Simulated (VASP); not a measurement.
Runs of VASP 6.6.1 on Cu4O. The structure is that of space group Pm-3m (No. 221), or close to it. The cells are those of the table. 

```csv
task,spin,cell,k mesh,cutoff (eV),gap on the mesh (eV),pressure (GPa),moment (μB),relaxed volume (Å³/atom)
relaxation of cell and atoms,"collinear, ferromagnetic start","relaxed from a = 3.875 Å, 5 atoms",4 × 4 × 4,600,none,0.0,0.00,(b)
single point,off,"a = 3.961 Å, 5 atoms",10 × 10 × 10,520,none,(a),-,-
relaxation of cell and atoms,off,"relaxed from a = 3.964 Å, 5 atoms",10 × 10 × 10,600,none,-0.1,-,12.50
single point,"collinear, ferromagnetic start","a = 3.875 Å, 5 atoms",4 × 4 × 4,520,none,10.1,0.00,-
single point,"collinear, ferromagnetic start","a = 3.964 Å, 5 atoms",4 × 4 × 4,520,none,0.7,0.00,-
```

Alike in all rows: level PBE; potentials or basis VASP PAW PBE potentials, release 64 (Cu, O); smearing gaussian 0.1 eV.

Question: Fill in the values left out.

Answer: (a) 0.6; (b) 12.54.

Caveats: some runs use coarse meshes.

A gap of «none» marks levels without a gap at the run's occupations.
